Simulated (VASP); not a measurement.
# H2CO2 in VASP: further runs

H2CO2 is run at these levels: PBE; tasks: single point.

All numbers are computed with VASP 6.6.1; they aren't measurements. Logs are shortened: lines on timing, memory, paths and dates and some standing lists are left out, and cuts for length are marked.

**1. The cell of the first run**

The cell holds an amorphous packing of atoms, 40 atoms: a = 7.683 Å, b = 7.683 Å, c = 7.683 Å, α = 90.00°, β = 90.00°, γ = 90.00°.

**2. Single point, PBE**

INCAR reads:

```
ALGO = Normal
EDIFF = 1E-6
ENCUT = 520
GGA = PE
ISIF = 2
ISMEAR = -1
LASPH = T
LCHARG = F
LREAL = Auto
LWAVE = F
NBANDS = 98
NELM = 80
PREC = Accurate
SIGMA = 0.05
```

KPOINTS reads:

```
k-points
0
Gamma
  1 1 1
```

POSCAR reads:

```
H2CO2
1.0
    7.6834750000      0.0000000000      0.0000000000
    0.0000000000      7.6834750000      0.0000000000
    0.0000000000      0.0000000000      7.6834750000
O C H
16 8 16
Direct
    0.5328318241      0.4283348355      0.6350121527
    0.3509740059      0.6662740492      0.6068347981
    0.3823400219      0.9137011574      0.3065019409
    0.6166740960      0.8813460056      0.1236289569
    0.8938924120      0.1460146613      0.6537016129
    0.6286478449      0.1234727776      0.5089103563
    0.3298637661      0.3203498417      0.2222171609
    0.5948480343      0.4408421971      0.2793657818
    0.9703421954      0.7522247421      0.9792053726
    1.2593910958      0.7775648388      0.9485551785
   -0.0949440195      0.8450733555      0.3401455722
   -0.0750701994      0.6522699690      0.5784361894
    0.8516068576      0.1407045640      0.1281321277
    0.8946733086      0.3535509649      0.3382974500
    0.5927786581      0.3297986913      0.9548674265
    0.8427697103      0.4714403314      0.8883090008
    0.3826133358      0.5190620130      0.6681351862
    0.4627073037      0.9274839835      0.1500883389
    0.7459645538      0.0708533574      0.6081362925
    0.4471934899      0.4502650168      0.2318221898
    1.1119578056      0.8288046750      1.0070313237
   -0.0201080891      0.7695736630      0.4781950875
    0.9249981291      0.2948665806      0.1906298908
    0.6855491818      0.4656356662      0.8985127172
    0.5970866047      0.4517357055      0.5301117008
    0.2846758791      0.4475058486      0.7393269321
    0.4236104107      0.8109611862      0.3631820238
    0.3965002814      1.0304712386      0.0656864244
    0.9398611956      0.2448111044      0.6142793463
    0.7084945288     -0.0522419869      0.6715841465
    0.3603838107      0.2399565301      0.3092220642
    0.4060402357      0.5687010109      0.1683092611
    0.9353189800      0.6427820745      0.9145991885
    1.1007649534      0.9528761400      1.0967563505
   -0.1596022633      0.7489189462      0.2867322403
    0.1034688081      0.8558497295      0.4954398889
    0.7875342862      0.0745886464      0.2095406050
    0.9837606031      0.3588740772      0.0727795691
    0.6611721910      0.2317961599      0.9984024156
    0.6111167148      0.5745186911      0.8724958434
```

Potentials or basis: VASP PAW PBE potentials, release 64 (O, C, H).

Command:

```console
$ cat potpaw_PBE.64/O/POTCAR potpaw_PBE.64/C/POTCAR potpaw_PBE.64/H/POTCAR > POTCAR
$ mpirun -np 1 vasp_gam > vasp.out
```

OUTCAR:

```text
EDIFF = 1E-6
   ENCUT = 520
   GGA = PE
   ISIF = 2
   ISMEAR = -1
   LASPH = T
   LREAL = Auto
   NELM = 80
   PREC = Accurate

 ion  position               nearest neighbor table
   1  0.533  0.428  0.635-  25 0.96  17 1.37
   2  0.351  0.666  0.607-  17 1.25
   3  0.382  0.914  0.307-  27 0.96  18 1.36
   4  0.617  0.881  0.124-  18 1.25
   5  0.894  0.146  0.654-  29 0.89  19 1.32
   6  0.629  0.123  0.509-  19 1.25
   7  0.330  0.320  0.222-  31 0.94  20 1.35
   8  0.595  0.441  0.279-  20 1.19
   9  0.970  0.752  0.979-  33 1.01  21 1.26
  10  0.259  0.778  0.949-  21 1.28
  11  0.905  0.845  0.340-  35 0.98  22 1.34
  12  0.925  0.652  0.578-  22 1.26
  13  0.852  0.141  0.128-  37 0.94  23 1.40
  14  0.895  0.354  0.338-  23 1.24
  15  0.593  0.330  0.955-  39 0.98  24 1.34
  16  0.843  0.471  0.888-  24 1.21
  17  0.383  0.519  0.668-  26 1.08   2 1.25   1 1.37
  18  0.463  0.927  0.150-  28 1.14   4 1.25   3 1.36
  19  0.746  0.071  0.608-  30 1.10   6 1.25   5 1.32
  20  0.447  0.450  0.232-  32 1.08   8 1.19   7 1.35
  21  0.112  0.829  0.007-  34 1.18   9 1.26  10 1.28
  22  0.980  0.770  0.478-  36 1.17  12 1.26  11 1.34
  23  0.925  0.295  0.191-  38 1.13  14 1.24  13 1.40
  24  0.686  0.466  0.899-  40 1.03  16 1.21  15 1.34
  25  0.597  0.452  0.530-   1 0.96
  26  0.285  0.448  0.739-  17 1.08
  27  0.424  0.811  0.363-   3 0.96
  28  0.397  0.030  0.066-  18 1.14
  29  0.940  0.245  0.614-   5 0.89
  30  0.708  0.948  0.672-  19 1.10
[... 8 lines left out ...]
  39  0.661  0.232  0.998-  15 0.98
  40  0.611  0.575  0.872-  24 1.03

  LATTYP: Found a simple cubic cell.
 ALAT       =     7.6834750000

  Lattice vectors:

 A1 = (   7.6834750000,   0.0000000000,   0.0000000000)
 A2 = (   0.0000000000,   7.6834750000,   0.0000000000)
 A3 = (   0.0000000000,   0.0000000000,   7.6834750000)

Analysis of symmetry for initial positions (statically):
=====================================================================
 Subroutine PRICEL returns:
 Original cell was already a primitive cell.

 Routine SETGRP: Setting up the symmetry group for a
 simple cubic supercell.

 Subroutine GETGRP returns: Found  1 space group operations
 (whereof  1 operations were pure point group operations)
 out of a pool of 48 trial point group operations.

The static configuration has the point symmetry C_1 .

Analysis of symmetry for dynamics (positions and initial velocities):
=====================================================================
 Subroutine PRICEL returns:
 Original cell was already a primitive cell.

 Routine SETGRP: Setting up the symmetry group for a
 simple cubic supercell.

 Subroutine GETGRP returns: Found  1 space group operations
 (whereof  1 operations were pure point group operations)
 out of a pool of 48 trial point group operations.

The dynamic configuration has the point symmetry C_1 .

 Subroutine INISYM returns: Found  1 space group operations
 (whereof  1 operations are pure point group operations),
 and found     1 'primitive' translations

----------------------------------------------------------------------------------------

                                     Primitive cell

  volume of cell :     453.6000

  direct lattice vectors                    reciprocal lattice vectors
     7.683475000  0.000000000  0.000000000     0.130149444  0.000000000  0.000000000
     0.000000000  7.683475000  0.000000000     0.000000000  0.130149444  0.000000000
     0.000000000  0.000000000  7.683475000     0.000000000  0.000000000  0.130149444

  length of vectors
     7.683475000  7.683475000  7.683475000     0.130149444  0.130149444  0.130149444

  position of ions in fractional coordinates (direct lattice)
     0.532831824  0.428334836  0.635012153
     0.350974006  0.666274049  0.606834798
     0.382340022  0.913701157  0.306501941
     0.616674096  0.881346006  0.123628957
     0.893892412  0.146014661  0.653701613
     0.628647845  0.123472778  0.508910356
[... 32 lines left out ...]
     0.661172191  0.231796160  0.998402416
     0.611116715  0.574518691  0.872495843

  ion indices of the primitive-cell ions
   primitive index   ion index
                 1           1
                 2           2
                 3           3
                 4           4
                 5           5
                 6           6
[... 32 lines left out ...]
                39          39
                40          40

----------------------------------------------------------------------------------------

 KPOINTS: k-points

Automatic generation of k-mesh.
 Grid dimensions read from file:
 generate k-points for:    1    1    1

 Generating k-lattice:

  Cartesian coordinates                     Fractional coordinates (reciprocal lattice)
     0.130149444  0.000000000  0.000000000     1.000000000  0.000000000  0.000000000
     0.000000000  0.130149444  0.000000000     0.000000000  1.000000000  0.000000000
     0.000000000  0.000000000  0.130149444     0.000000000  0.000000000  1.000000000

  Length of vectors
     0.130149444  0.130149444  0.130149444

  Shift w.r.t. Gamma in fractional coordinates (k-lattice)
     0.000000000  0.000000000  0.000000000

 Subroutine IBZKPT returns following result:
 ===========================================

 Found      1 irreducible k-points:

 Following reciprocal coordinates:
            Coordinates               Weight
  0.000000  0.000000  0.000000      1.000000
   k-points           NKPTS =      1   k-points in BZ     NKDIM =      1   number of bands    NBANDS=     98
   number of dos      NEDOS =    301   number of ions     NIONS =     40
   total plane-waves  NPLWV = 216000
   dimension x,y,z NGX =    60 NGY =   60 NGZ =   60
   dimension x,y,z NGXF=   120 NGYF=  120 NGZF=  120
   ions per type =              16   8  16
   NGX,Y,Z   is equivalent  to a cutoff of  12.98, 12.98, 12.98 a.u.
   NGXF,Y,Z  is equivalent  to a cutoff of  25.96, 25.96, 25.96 a.u.
 SYSTEM =  unknown system
   PREC   = accura    normal or accurate (medium, high low for compatibility)
   ISTART =      0    job   : 0-new  1-cont  2-samecut
   ICHARG =      2    charge: 1-file 2-atom 10-const
   ISPIN  =      1    spin polarized calculation?
   LNONCOLLINEAR =      F non collinear calculations
   LSORBIT =      F    spin-orbit coupling
   LASPH  =      T    aspherical Exc in radial PAW
   ENCUT  =  520.0 eV  38.22 Ry    6.18 a.u.  14.29 14.29 14.29*2*pi/ulx,y,z
   NELM   =     80;   NELMIN=  2; NELMDL= -5     # of ELM steps
   EDIFF  = 0.1E-05   stopping-criterion for ELM
   LREAL  =      T    real-space projection
   EDIFFG = 0.1E-04   stopping-criterion for IOM
   NSW    =      0    number of steps for IOM
   IBRION =     -1    ionic relax: 0-MD 1-quasi-New 2-CG
   NFREE  =      0    steps in history (QN), initial steepest desc. (CG)
   ISIF   =      2    stress and relaxation
   ISYM   =      2    0-nonsym 1-usesym 2-fastsym
   POTIM  = 0.5000    time-step for ionic-motion
   TEBEG  =    0.0;   TEEND  =   0.0 temperature during run
   PSTRESS=    0.0 pullay stress
   NELECT =     144.0000    total number of electrons
   NUPDOWN=      -1.0000    fix difference up-down
   EMIN   =  10.00;   EMAX   =-10.00  energy-range for DOS
   EFERMI =   0.00;   METHOD = LEGACY
   ISMEAR =    -1;   SIGMA  =   0.05  broadening in eV -4-tet -1-fermi 0-gaus
   EFERMI_NEDOS =   21; number of points for ismear=-14 and -15
   IALGO  =     38    algorithm
   IMIX   =      4    mixing-type and parameters
     AMIX     =   0.40;   BMIX     =  1.00
     AMIX_MAG =   1.60;   BMIX_MAG =  1.00
  volume/ion in A,a.u.               =      11.34        76.53
  Fermi-wavevector in a.u.,A,eV,Ry     =   1.116789  2.110426 16.969441  1.247219
  Thomas-Fermi vector in A             =   2.253407
   LORBIT       =      0    0 simple, 1 ext, 2 COOP (PROOUT), +10 PAW based schemes
   GGA     = PE    functional components
   LHFCALC =     F    Hartree Fock is set to
   AEXX    =    0.0000 exact exchange contribution
   IVDW    =     0    specifies the selected vdW correction
   LEPSILON=     F    determine dielectric tensor
   LRPA    =     F    only Hartree local field effects (RPA)
 non-spin polarized calculation
  energy-cutoff  :      520.00
  volume of cell :      453.60
 maximum number of plane-waves:      6099
 NGX is ok and might be reduce to    60
   NGX = 29   NGY = 29   NGZ = 29

 number of electron     143.9999978 magnetization

 Free energy of the ion-electron system (eV)
  ---------------------------------------------------
  ext. energy  EPLUGINS =         0.00000000
  ---------------------------------------------------
  free energy    TOTEN  =      -236.34910073 eV

  energy without entropy =     -236.34910073  energy(sigma->0) =     -236.34910073

 E-fermi :  -0.5756     XC(G=0):  -7.4292

 val. band max:       -1.7936265906   @ k =   0.0000   0.0000   0.0000
 cond. band min:       1.9528780686   @ k =   0.0000   0.0000   0.0000
 fundamental gap:      3.7465046591
 Fermi energy:        -0.5755859645

 k-point     1 :       0.0000    0.0000    0.0000
  band No.  band energies     occupation
      1     -24.3414      2.00000
      2     -24.1299      2.00000
      3     -23.6746      2.00000
      4     -23.5973      2.00000
      5     -23.5245      2.00000
      6     -23.4352      2.00000
[... 76 lines left out ...]
     83       4.9928      0.00000
     84       5.3148      0.00000
 [bands above 84 left out]

------------------------ aborting loop because EDIFF is reached ----------------------------------------

  FORCE on cell =-STRESS in cart. coord.  units (eV):
  Direction    XX          YY          ZZ          XY          YZ          ZX
  --------------------------------------------------------------------------------------
  -------------------------------------------------------------------------------------
  Total        7.8737472      3.1335192      6.8161308     -1.3490281     -4.2747294      5.5595193
  in kB       27.8111534     11.0680188     24.0755076     -4.7649521    -15.0989297     19.6369835
  external PRESSURE =      20.9848933 kB  Pullay stress =       0.0000000 kB

 VOLUME and BASIS-vectors are now :
 -----------------------------------------------------------------------------
  energy-cutoff  :      520.00
  volume of cell :      453.60
      direct lattice vectors                 reciprocal lattice vectors
     7.683475000  0.000000000  0.000000000     0.130149444  0.000000000  0.000000000
     0.000000000  7.683475000  0.000000000     0.000000000  0.130149444  0.000000000
     0.000000000  0.000000000  7.683475000     0.000000000  0.000000000  0.130149444

 POSITION                                       TOTAL-FORCE (eV/Angst)
 -----------------------------------------------------------------------------------
      4.09400      3.29110      4.87910        -2.113333     -0.457442      1.377624
      2.69670      5.11930      4.66260         0.612925     -1.918503      0.452901
      2.93770      7.02040      2.35500        -0.965784      0.336538     -1.542995
      4.73820      6.77180      0.94990        -2.016889     -0.361531     -0.009111
      6.86820      1.12190      5.02270        -1.300001     -5.786647      3.050345
      4.83020      0.94870      3.91020         1.793485     -0.085578      0.575535
[... 32 lines left out ...]
      5.08010      1.78100      7.67120         0.839565     -0.187632     -0.009259
      4.69550      4.41430      6.70380        -1.493549      1.910820     -0.100084
 -----------------------------------------------------------------------------------
    total drift:                               -0.009469      0.004350      0.002982

  FREE ENERGIE OF THE ION-ELECTRON SYSTEM (eV)
  ---------------------------------------------------
  free  energy   TOTEN  =      -236.3491007285 eV

  energy  without entropy=     -236.3491007284  energy(sigma->0) =     -236.34910073
```

It took 56 s on 1 thread of AMD EPYC 9R14 (Zen 4), shared host; peak memory 0.44 GiB.

Results:

```
Free energy            : -236.3491 eV
Pressure               : 2.1 GPa
Largest force          : 6.669 eV/Å
Band gap on the k mesh : 3.75 eV
```

Forces in eV/Å, atoms in the order of the input:
```
O   -2.113 -0.457  1.378
O    0.613 -1.919  0.453
O   -0.966  0.337 -1.543
O   -2.017 -0.362 -0.009
O   -1.300 -5.787  3.050
O    1.793 -0.086  0.576
O   -0.783  1.748 -0.571
O    1.193 -0.026  1.733
O   -3.008  0.365  0.564
O   -1.868  0.771  1.226
O   -0.368 -1.716 -0.338
O    0.871  2.060 -2.589
O    1.679  2.016 -1.408
O    1.822 -0.966 -2.200
O   -0.454  0.487 -0.744
O    1.666 -0.356 -0.399
C    0.785  2.228 -2.785
C    1.637  2.047 -0.387
C   -3.017  0.667 -1.453
C   -1.040  0.398 -1.669
C    4.354  0.736 -0.153
C    1.518  0.497  3.109
C   -1.512 -0.053  1.324
C   -0.152 -1.919  1.117
H    0.391  0.763 -1.054
H    0.002 -0.424  0.755
H    0.629 -0.875  1.305
H    0.394 -1.069  0.635
H    1.137  4.967 -2.726
H    1.210 -0.055  0.600
H    0.681 -2.038  1.425
H   -1.012  0.533 -0.410
H    0.640 -0.375 -0.412
H   -0.009 -1.612 -1.252
H   -1.072  0.374 -0.529
H   -0.942 -1.407  0.657
H   -0.887 -0.924  1.682
H    0.158 -0.290  1.151
H    0.840 -0.188 -0.009
H   -1.494  1.911 -0.100
```

Levels at points of the mesh, in eV from the valence-band top:
```csv
k point,band 70,band 71,band 72,band 73,band 74,band 75
"(0.00, 0.00, 0.00)",-0.42,-0.08,0.00,3.75,4.02,4.20
```

Caveat: the k points lie up to 0.82 Å⁻¹ apart.

**3. Single point, PBE**

INCAR reads:

```
PREC     = Accurate       # precision mode
ENCUT    = 520            # plane-wave cutoff, eV
EDIFF    = 1E-6           # SCF threshold, eV
ISMEAR   = -1             # smearing method
SIGMA    = 0.05           # smearing width, eV
LREAL    = Auto         
LASPH    = T              # aspherical terms in the spheres
NELM     = 60             # most SCF steps
ALGO     = Normal         # electronic algorithm
ISIF     = 2              # what is computed and relaxed
LWAVE    = F              # write WAVECAR
LCHARG   = T              # write CHGCAR
GGA      = PE             # functional
LELF     = T              # ELF
LVHAR    = T            
NBANDS   = 98             # bands
```

KPOINTS reads:

```
regular mesh
0
Gamma
  1 1 1
```

POSCAR reads:

```
H2CO2
1.0
    7.6834750000      0.0000000000      0.0000000000
    0.0000000000      7.6834750000      0.0000000000
    0.0000000000      0.0000000000      7.6834750000
O C H
16 8 16
Direct
    0.5213135983      0.4261483248      0.6231815682
    0.3790081962      0.6720787144      0.5431917199
    0.3809083780      0.8435115622      0.2642424164
    0.6433677470      0.8802267203      0.1579623803
    0.8419888137      0.1806604434      0.7081951851
    0.6475976039      0.0852609008      0.4946459772
    0.3042633704      0.2650493429      0.2582815718
    0.4895441190      0.4867198761      0.2958687313
    0.9788149242      0.8220759487      0.9574313706
    1.2664061509      0.7609057100      0.9195969272
   -0.1009308939      0.8715327375      0.3407963194
   -0.0701375354      0.6498491893      0.5503239094
    0.9393536128      0.1621141476      0.1461968706
    0.9795958209      0.2793657818      0.4139012621
    0.6647382857      0.3178639873      0.9504944052
    0.8586088977      0.4978736835      0.8273730311
    0.3899407495      0.5485668919      0.6403222500
    0.4864725922      0.9151588311      0.1455721532
    0.7223294148      0.0763456639      0.6310946544
    0.3490868390      0.4316926911      0.2340347304
    1.1420743869      0.8594808989      0.9650711429
   -0.0298302526      0.7882501082      0.4844422608
    0.9200654652      0.2729103693      0.2702292908
    0.7339387452      0.4652582328      0.9171891625
    0.5731651369      0.4730021247      0.5146629617
    0.2758257169      0.5053833064      0.7228760424
    0.4334366937      0.7680639294      0.3594857795
    0.4420265570      0.9936389459      0.0357260224
    0.8960008330      0.2883200635      0.6510986240
    0.7119695190     -0.0333573025      0.7427889074
    0.4090727177      0.2081089611      0.3163152089
    0.2472188691      0.4859519944      0.1596673380
    0.9689235665      0.7157438529      0.8728342319
    1.1744035088      0.9938862299      1.0216080615
   -0.2301302471      0.8519582611      0.2977689132
    0.1062279763      0.8296246165      0.5129449891
    0.9911400766      0.0532571525      0.1838491047
    0.8356375208      0.3792294502      0.2362212410
    0.7474222276      0.2307159196      0.9066861023
    0.6683304104      0.5708745067      0.9839558273
```

Potentials or basis: VASP PAW PBE potentials, release 64 (O, C, H).

Command:

```console
$ cat potpaw_PBE.64/O/POTCAR potpaw_PBE.64/C/POTCAR potpaw_PBE.64/H/POTCAR > POTCAR
$ mpirun -np 1 vasp_gam > vasp.out
```

Run time: 61 s. Hardware: 1 thread of AMD EPYC 9R14 (Zen 4), shared host; peak memory 0.44 GiB.

It converged, with:

```
Free energy            : -237.4673 eV
Pressure               : 2.3 GPa
Largest force          : 3.943 eV/Å
Band gap on the k mesh : 3.90 eV
```

Forces in eV/Å, atoms in the order of the input:
```
O   -1.344  1.654  0.505
O   -0.075  1.249  0.433
O   -1.190  1.475 -1.011
O    0.129  0.699 -1.186
O    0.751  0.370 -0.611
O   -0.477  0.342 -0.619
O    1.375 -0.905  0.309
O   -1.721  0.061 -2.037
O   -1.135 -1.215 -1.720
O   -2.025  1.406  0.402
O    0.454 -0.629  1.740
O   -1.275  0.304 -0.111
O    0.020 -0.786 -1.820
O    1.534 -0.844  2.112
O   -0.946 -1.912  1.084
O    2.120  0.086 -0.651
C   -0.580 -2.456 -0.036
C    1.339 -2.427  2.168
C    0.835 -1.415  2.963
C    2.927 -1.571  1.875
C    3.936 -0.231 -0.048
C    1.161 -0.447 -2.219
C   -1.209  2.084  0.270
C   -0.775  2.644  0.866
H    0.567 -0.555 -0.071
H    1.111  0.335 -0.001
H    0.096  0.438 -0.579
H   -0.687  0.085  0.366
H   -1.001 -1.065 -0.156
H   -0.459  1.012 -1.871
H   -1.124  0.441 -0.231
H   -0.746  1.684 -0.838
H   -0.515  0.527  1.171
H   -0.566 -1.045 -0.419
H    1.032 -0.241  0.354
H   -0.463  0.991 -0.144
H    0.136 -0.652  0.712
H   -0.704  0.643 -0.897
H    0.118 -0.624 -0.418
H   -0.624  0.492  0.361
```

Stress tensor (GPa, compression positive):
```
 1.87  0.00 -1.25
 0.00  2.37  0.90
-1.25  0.90  2.70
```

Levels at points of the mesh, in eV from the valence-band top:
```csv
k point,band 68,band 69,band 70,band 71,band 72,band 73,band 74,band 75,band 76,band 77
"(0.00, 0.00, 0.00)",-0.72,-0.47,-0.44,-0.13,0.00,3.90,4.21,4.38,4.49,4.58
```

Caveat: the k points lie up to 0.82 Å⁻¹ apart.

(Part 1 of 2 ends here.)
